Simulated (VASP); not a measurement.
Write the native input for VASP 6.6.1 that does the following.

```
Task                   : relaxation of cell and atoms
Functional             : PBE
Potentials or basis    : VASP PAW PBE potentials, release 64 (Na_pv, Hf_pv)
Cutoff                 : 600 eV
k mesh                 : 6 × 6 × 6
Occupations            : gaussian, width 0.1 eV
Spin                   : no spin polarisation
Dipole correction      : no
Further INCAR settings : ALGO = Normal; EDIFF = 1e-06; IBRION = 2; EDIFFG = -0.04; NSW = 90; ISIF = 3
```

The structure of NaHf2 lies in POSCAR:

```
NaHf2
1.0
   -1.8051571930      1.8051571930      4.4282762390
    1.8051571930     -1.8051571930      4.4282762390
    1.8051571930      1.8051571930     -4.4282762390
Na Hf
1 2
Direct
    0.0000000000      0.0000000000      0.0000000000
    0.6650000000      0.6650000000      0.0000000000
    0.3350000000      0.3350000000      0.0000000000
```

The input as run:

INCAR

```
SYSTEM = NaHf2
  PREC = Accurate
  ENCUT = 600
  EDIFF = 1E-6
  ISMEAR = 0
  SIGMA = 0.1
  LREAL = .False.
  LASPH = .True.
  NELM = 100
  ALGO = Normal
  ISIF = 3
  LWAVE = .False.
  LCHARG = .False.
  GGA = PE
  IBRION = 2
  NSW = 90
  EDIFFG = -0.04
```

KPOINTS

```
Automatic mesh
0
Gamma
  6 6 6
  0 0 0
```

Potentials or basis: VASP PAW PBE potentials, release 64 (Na_pv, Hf_pv).

Run with:

```bash
$ cat potpaw_PBE.64/Na_pv/POTCAR potpaw_PBE.64/Hf_pv/POTCAR > POTCAR
$ mpirun -np 1 vasp_std > vasp.out
```

It gave:

The relaxed volume is 25.18 Å³/atom. The relaxed cell is a = 8.039 Å, b = 8.039 Å, c = 8.039 Å, α = 157.58°, β = 157.58°, γ = 31.92° and the space group after relaxing (to 0.05 Å) is I4/mmm (No. 139). The energy gained by relaxing is 751.8 meV/atom, the ionic steps are 22 and the pressure after relaxing is 0.0 GPa. The largest force after relaxing is 0.020 eV/Å.

Caveat: the k points lie up to 0.47 Å⁻¹ apart in the final cell; the volume moved by over 15 % at a fixed basis, so the end points are rough.

Wall time 6.7 min on 1 thread of Intel(R) Xeon(R) 6975P-C (Granite Rapids), on a shared host, peak memory 0.29 GiB.
